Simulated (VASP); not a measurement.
Input of a VASP 6.6.1 run:

File INCAR:

```
PREC     = Accurate       # precision mode
ENCUT    = 520            # plane-wave cutoff, eV
EDIFF    = 1E-7           # SCF threshold, eV
ISMEAR   = 0              # smearing method
SIGMA    = 0.02           # smearing width, eV
LREAL    = False          # projectors in reciprocal space
LASPH    = True           # aspherical terms in the spheres
NELM     = 100            # most SCF steps
ALGO     = Normal         # electronic algorithm
ISIF     = 2              # what is computed and relaxed
LWAVE    = False          # write WAVECAR
LCHARG   = False          # write CHGCAR
GGA      = PE             # functional
NBANDS   = 21             # bands
```

The input KPOINTS:

```
regular mesh
0
Gamma
  8 8 6
```

File POSCAR:

```
C
1.0
    2.4284887867     -2.4338194291      0.0000000000
    2.4284887867      2.4338194291      0.0000000000
    0.0000000000      0.0000000000      4.4592242162
C
6
Direct
    0.5000000000      0.5000000000      0.7500000000
    0.5000000000      0.5000000000      0.2500000000
    0.4998342625      0.1937141481      0.5000000000
    0.5001657375      0.8062858519      0.5000000000
    0.1937141481      0.4998342625      0.0000000000
    0.8062858519      0.5001657375      0.0000000000
```

Potentials or basis: VASP PAW PBE potentials, release 64 (C).

The run is started by

```sh
$ cat potpaw_PBE.64/C/POTCAR > POTCAR
$ mpirun -np 1 vasp_std > vasp.out
```

(1) Predict the band gap on the k mesh.

(2) Estimate the pressure.

Answers

(1) 0.66 eV, indirect (least direct gap 2.09 eV).

(2) 0.3 GPa.
